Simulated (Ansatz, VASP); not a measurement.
## TiN: VASP beside Ansatz

The input INCAR:

```
SYSTEM = TiN
ALGO = Normal
EDIFF = 1E-6
EDIFFG = -0.01
ENCUT = 600
GGA = PE
IBRION = 2
ISIF = 3
ISMEAR = 0
LASPH = .TRUE.
LCHARG = .FALSE.
LREAL = .FALSE.
LWAVE = .FALSE.
NELM = 80
NSW = 80
PREC = Accurate
SIGMA = 0.1
```

File KPOINTS:

```
k-points
0
G
  18 18 18
  0 0 0
```

Contents of POSCAR:

```
TiN
1.0
    0.0000000000      2.1190000000      2.1190000000
    2.1190000000      0.0000000000      2.1190000000
    2.1190000000      2.1190000000      0.0000000000
Ti N
1 1
Direct
    0.0000000000      0.0000000000      0.0000000000
    0.5000000000      0.5000000000      0.5000000000
```

Input for Ansatz:

```yaml
crystal:
  lattice:
    - [0.0, 2.119, 2.119]
    - [2.119, 0.0, 2.119]
    - [2.119, 2.119, 0.0]
  atoms:
    - { symbol: Ti, position: [0.0, 0.0, 0.0] }
    - { symbol: "N", position: [0.5, 0.5, 0.5] }
kpoints:
  mp_grid:
    grid: [18, 18, 18]
hamiltonian:
  xc: pbe
scf:
  convergence:
    dr2_threshold: 1.0e-10
  occupations:
    method: gaussian
    width: 0.1
relax:
  cell: {}
```

Alike in both runs: task relaxation of cell and atoms; functional PBE; k mesh 18 × 18 × 18; occupations gaussian, width 0.1 eV; no spin polarisation.

```csv
,VASP,Ansatz
version,VASP 6.6.1,Ansatz 0.2.0
potentials or method,"VASP PAW PBE potentials, release 64 (Ti_sv, N)","plane waves, PAW"
plane-wave cutoff (eV),600,420
valence electrons in the cell,17,17
```

VASP gave:

| Item | Value |
| --- | --- |
| relaxed volume (Å³/atom) | 9.59 |
| relaxed cell length with the largest relative difference (Å) | 3.004 |

Q: Which values does Ansatz return?

A: Relaxed volume (Å³/atom): 9.57; relaxed cell length with the largest relative difference (Å): 3.003.
